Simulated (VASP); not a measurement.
# GaSb (Pm-3m) in VASP: single point with PBE

Aim: the single point of GaSb with PBE.

Everything below comes from runs of VASP 6.6.1. Logs are shortened: lines on timing, memory, paths and dates and some standing lists are left out, and cuts for length are marked.

## 1. The cell of the first run

It takes space group Pm-3m (No. 221, cubic). The conventional cell has a = 3.582 Å, b = 3.582 Å, c = 3.582 Å, α = 90.00°, β = 90.00°, γ = 90.00°. Within 4.1 Å of Ga (site symmetry m-3m) lie 8 Sb at 3.10 Å and 6 Ga at 3.58 Å. Within 4.1 Å of Sb (site symmetry m-3m) lie 8 Ga at 3.10 Å and 6 Sb at 3.58 Å.

## 2. Single point, PBE

File INCAR:

```
SYSTEM = GaSb
PREC     = Accurate       ! precision mode
ENCUT    = 520            ! plane-wave cutoff, eV
EDIFF    = 1E-6           ! SCF threshold, eV
ISMEAR   = -1             ! smearing method
SIGMA    = 0.02           ! smearing width, eV
LREAL    = .FALSE.        ! projectors in reciprocal space
LASPH    = .TRUE.         ! aspherical terms in the spheres
NELM     = 100            ! most SCF steps
ALGO     = Normal         ! electronic algorithm
ISIF     = 2              ! what is computed and relaxed
LWAVE    = .FALSE.        ! write WAVECAR
LCHARG   = .FALSE.        ! write CHGCAR
GGA      = PE             ! functional
NBANDS   = 16             ! bands
```

File KPOINTS:

```
Automatic mesh
0
G
  6 6 6
  0 0 0
```

File POSCAR:

```
GaSb
1.0
    3.5818184809      0.0000000000      0.0000000000
    0.0000000000      3.5818184809      0.0000000000
    0.0000000000      0.0000000000      3.5818184809
Ga Sb
1 1
Direct
    0.0000000000      0.0000000000      0.0000000000
    0.5000000000      0.5000000000      0.5000000000
```

Potentials or basis: VASP PAW PBE potentials, release 64 (Ga_d, Sb).

On the command line:

```sh
> cat potpaw_PBE.64/Ga_d/POTCAR potpaw_PBE.64/Sb/POTCAR > POTCAR
> mpirun -np 1 vasp_std > vasp.out
```

OUTCAR:

```text
SYSTEM = GaSb
   PREC = Accurate
   ENCUT = 520
   EDIFF = 1E-6
   ISMEAR = -1
   LREAL = .FALSE.
   LASPH = .TRUE.
   NELM = 100
   ISIF = 2
   GGA = PE

 ion  position               nearest neighbor table
   1  0.000  0.000  0.000-   2 3.10   2 3.10   2 3.10   2 3.10   2 3.10   2 3.10   2 3.10   2 3.10

   2  0.500  0.500  0.500-   1 3.10   1 3.10   1 3.10   1 3.10   1 3.10   1 3.10   1 3.10   1 3.10

  LATTYP: Found a simple cubic cell.
 ALAT       =     3.5818184809

  Lattice vectors:

 A1 = (   3.5818184809,   0.0000000000,   0.0000000000)
 A2 = (   0.0000000000,   3.5818184809,   0.0000000000)
 A3 = (   0.0000000000,   0.0000000000,   3.5818184809)

Analysis of symmetry for initial positions (statically):
=====================================================================
 Subroutine PRICEL returns:
 Original cell was already a primitive cell.

 Routine SETGRP: Setting up the symmetry group for a
 simple cubic supercell.

 Subroutine GETGRP returns: Found 48 space group operations
 (whereof 48 operations were pure point group operations)
 out of a pool of 48 trial point group operations.

The static configuration has the point symmetry O_h .

Analysis of symmetry for dynamics (positions and initial velocities):
=====================================================================
 Subroutine PRICEL returns:
 Original cell was already a primitive cell.

 Routine SETGRP: Setting up the symmetry group for a
 simple cubic supercell.

 Subroutine GETGRP returns: Found 48 space group operations
 (whereof 48 operations were pure point group operations)
 out of a pool of 48 trial point group operations.

The dynamic configuration has the point symmetry O_h .

 Subroutine INISYM returns: Found 48 space group operations
 (whereof 48 operations are pure point group operations),
 and found     1 'primitive' translations

----------------------------------------------------------------------------------------

                                     Primitive cell

  volume of cell :      45.9527

  direct lattice vectors                    reciprocal lattice vectors
     3.581818481  0.000000000  0.000000000     0.279187794  0.000000000  0.000000000
     0.000000000  3.581818481  0.000000000     0.000000000  0.279187794  0.000000000
     0.000000000  0.000000000  3.581818481     0.000000000  0.000000000  0.279187794

  length of vectors
[... 76 lines left out ...]
   NELM   =    100;   NELMIN=  2; NELMDL= -5     # of ELM steps
   EDIFF  = 0.1E-05   stopping-criterion for ELM
   LREAL  =      F    real-space projection
   EDIFFG = 0.1E-04   stopping-criterion for IOM
   NSW    =      0    number of steps for IOM
   IBRION =     -1    ionic relax: 0-MD 1-quasi-New 2-CG
   NFREE  =      0    steps in history (QN), initial steepest desc. (CG)
   ISIF   =      2    stress and relaxation
   ISYM   =      2    0-nonsym 1-usesym 2-fastsym
   POTIM  = 0.5000    time-step for ionic-motion
   TEBEG  =    0.0;   TEEND  =   0.0 temperature during run
   PSTRESS=    0.0 pullay stress
   NELECT =      18.0000    total number of electrons
   NUPDOWN=      -1.0000    fix difference up-down
   EMIN   =  10.00;   EMAX   =-10.00  energy-range for DOS
   EFERMI =   0.00;   METHOD = LEGACY
   ISMEAR =    -1;   SIGMA  =   0.02  broadening in eV -4-tet -1-fermi 0-gaus
   EFERMI_NEDOS =   21; number of points for ismear=-14 and -15
   IALGO  =     38    algorithm
   IMIX   =      4    mixing-type and parameters
     AMIX     =   0.40;   BMIX     =  1.00
     AMIX_MAG =   1.60;   BMIX_MAG =  1.00
  volume/ion in A,a.u.               =      22.98       155.05
  Fermi-wavevector in a.u.,A,eV,Ry     =   1.197831  2.263572 19.521616  1.434798
  Thomas-Fermi vector in A             =   2.333735
   LORBIT       =      0    0 simple, 1 ext, 2 COOP (PROOUT), +10 PAW based schemes
   GGA     = PE    functional components
   LHFCALC =     F    Hartree Fock is set to
   AEXX    =    0.0000 exact exchange contribution
   IVDW    =     0    specifies the selected vdW correction
   LEPSILON=     F    determine dielectric tensor
   LRPA    =     F    only Hartree local field effects (RPA)
 non-spin polarized calculation
  energy-cutoff  :      520.00
  volume of cell :       45.95
 maximum number of plane-waves:      1253
 NGX is ok and might be reduce to    28
   NGX = 13   NGY = 13   NGZ = 13

 number of electron      18.0000008 magnetization

 Free energy of the ion-electron system (eV)
  ---------------------------------------------------
  ext. energy  EPLUGINS =         0.00000000
  ---------------------------------------------------
  free energy    TOTEN  =        -6.78991645 eV

  energy without entropy =       -6.78724606  energy(sigma->0) =       -6.78858126

 E-fermi :   7.1948     XC(G=0): -10.5399

 val. band max:        7.1789171169   @ k =   0.5000   0.3333   0.3333
 cond. band min:       7.2201364617   @ k =   0.5000   0.1667   0.1667
 fundamental gap:      0.0412193448
 Fermi energy:         7.1947920976

 k-point     1 :       0.0000    0.0000    0.0000
  band No.  band energies     occupation
      1      -7.5938      2.00000
      2      -7.5938      2.00000
      3      -7.5430      2.00000
      4      -7.5430      2.00000
      5      -7.5430      2.00000
      6      -5.0348      2.00000
[... 357 lines left out ...]
      3      -7.6002      2.00000
      4      -7.5058      2.00000
      5      -7.5058      2.00000
      6      -0.0229      2.00000
[... 8 lines left out ...]
     15      24.3989      0.00000
     16      24.5392      0.00000

------------------------ aborting loop because EDIFF is reached ----------------------------------------

  FORCE on cell =-STRESS in cart. coord.  units (eV):
  Direction    XX          YY          ZZ          XY          YZ          ZX
  --------------------------------------------------------------------------------------
  -------------------------------------------------------------------------------------
  Total        0.2734368      0.2734368      0.2734368     -0.0000000     -0.0000000      0.0000000
  in kB        9.5335972      9.5335972      9.5335972     -0.0000000     -0.0000000      0.0000000
  external PRESSURE =       9.5335972 kB  Pullay stress =       0.0000000 kB

 VOLUME and BASIS-vectors are now :
 -----------------------------------------------------------------------------
  energy-cutoff  :      520.00
  volume of cell :       45.95
      direct lattice vectors                 reciprocal lattice vectors
     3.581818481  0.000000000  0.000000000     0.279187794  0.000000000  0.000000000
     0.000000000  3.581818481  0.000000000     0.000000000  0.279187794  0.000000000
     0.000000000  0.000000000  3.581818481     0.000000000  0.000000000  0.279187794

 POSITION                                       TOTAL-FORCE (eV/Angst)
 -----------------------------------------------------------------------------------
      0.00000      0.00000      0.00000         0.000000      0.000000      0.000000
      1.79091      1.79091      1.79091         0.000000      0.000000      0.000000
 -----------------------------------------------------------------------------------
    total drift:                               -0.000000      0.000000     -0.000000

  FREE ENERGIE OF THE ION-ELECTRON SYSTEM (eV)
  ---------------------------------------------------
  free  energy   TOTEN  =        -6.7899164519 eV

  energy  without entropy=       -6.7872460601  energy(sigma->0) =       -6.78858126
```

OSZICAR:

```text
N       E                     dE             d eps       ncg     rms          rms(c)
DAV:   1     0.784796819542E+02    0.78480E+02   -0.85242E+03   648   0.148E+03
DAV:   2    -0.115664285866E+01   -0.79636E+02   -0.76285E+02   720   0.300E+02
DAV:   3    -0.672459376933E+01   -0.55680E+01   -0.55407E+01   776   0.609E+01
DAV:   4    -0.681098047230E+01   -0.86387E-01   -0.86374E-01   768   0.830E+00
DAV:   5    -0.681292881121E+01   -0.19483E-02   -0.19483E-02   848   0.115E+00    0.207E+00
DAV:   6    -0.679584270376E+01    0.17086E-01   -0.22134E-02   832   0.221E+00    0.113E+00
DAV:   7    -0.679015757860E+01    0.56851E-02   -0.11673E-02   808   0.112E+00    0.104E-01
DAV:   8    -0.678992874941E+01    0.22883E-03   -0.72876E-04   912   0.348E-01    0.407E-02
DAV:   9    -0.678991448957E+01    0.14260E-04   -0.46221E-05   800   0.798E-02    0.262E-02
DAV:  10    -0.678991662264E+01   -0.21331E-05   -0.58759E-06   976   0.210E-02    0.624E-03
DAV:  11    -0.678991645186E+01    0.17078E-06   -0.13482E-07   512   0.331E-03
   1 F= -.67899165E+01 E0= -.67885813E+01  d E =-.267039E-02
```

Run time: 9.2 s. Hardware: 1 thread of AMD EPYC 7R13 (Zen 3), shared host; peak memory 0.13 GiB.

Results:

```
Free energy            : -6.7899 eV
Pressure               : 1.0 GPa
Band gap on the k mesh : zero (band 9 reaches 8.91 eV, above the bottom of band 10 at 4.76 eV)
```

Levels at points of the mesh, in eV from the Fermi level:
```
           k point  band 7  band 8  band 9  band 10  band 11  band 12
(0.00, 0.00, 0.00)   -2.02   -0.54   -0.54    -0.54     4.09     4.09
(0.50, 0.00, 0.00)   -7.93    1.71    1.71     2.41     2.86     3.74
(0.50, 0.50, 0.00)   -5.02   -4.86   -4.86     2.85     5.26     6.22
(0.50, 0.50, 0.50)   -3.28   -2.43   -2.43    -2.43    -0.66    -0.66
```

Caveat: spin-orbit coupling is left out, which moves the levels of the heavy elements.
